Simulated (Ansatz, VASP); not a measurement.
One calculation of Ga2Sb2CO, two programs

```xyz
6
Lattice="4.3344 0.0000 0.0000 -2.1672 3.7537 0.0000 0.0000 0.0000 23.3197" Properties=species:S:1:pos:R:3 pbc="T T T"
Sb    0.0000    0.0000    4.0000
Sb    0.0000    2.5025    7.6992
Ga    0.0000    2.5025    4.8848
Ga    2.1672    1.2512    8.4697
O     4.3344    2.5025   11.5697
C     4.3344    2.5025   12.7197
```

Alike in both runs: task single point; functional PBE; dispersion D3(BJ); k mesh 6 × 6 × 1; occupations gaussian, width 0.1 eV; no spin polarisation.

|  | VASP | Ansatz |
| --- | --- | --- |
| version | VASP 6.6.1 | Ansatz 0.2.0 |
| potentials or method | VASP PAW PBE potentials, release 64 (Sb_d_GW, Ga_d, O, C), cutoff 520 eV | scalar-relativistic, plane waves, PAW |
| valence electrons in the cell | 66 | 66 |

Ansatz gave:

* gap on the k mesh at the Fermi level (eV): 0.02
* least direct gap on the mesh (eV): 0.18
* rms of the force components (eV/Å): 0.503

Q: Which values does VASP return?

A: gap on the k mesh at the Fermi level (eV): 0.02; least direct gap on the mesh (eV): 0.18; rms of the force components (eV/Å): 0.234.

One of these differences is far larger than is usual between the two programs; its cause wasn't traced.

Spin-orbit coupling is off throughout. Noted on VASP's run: the standard files for N, O and F lose accuracy on very short bonds.
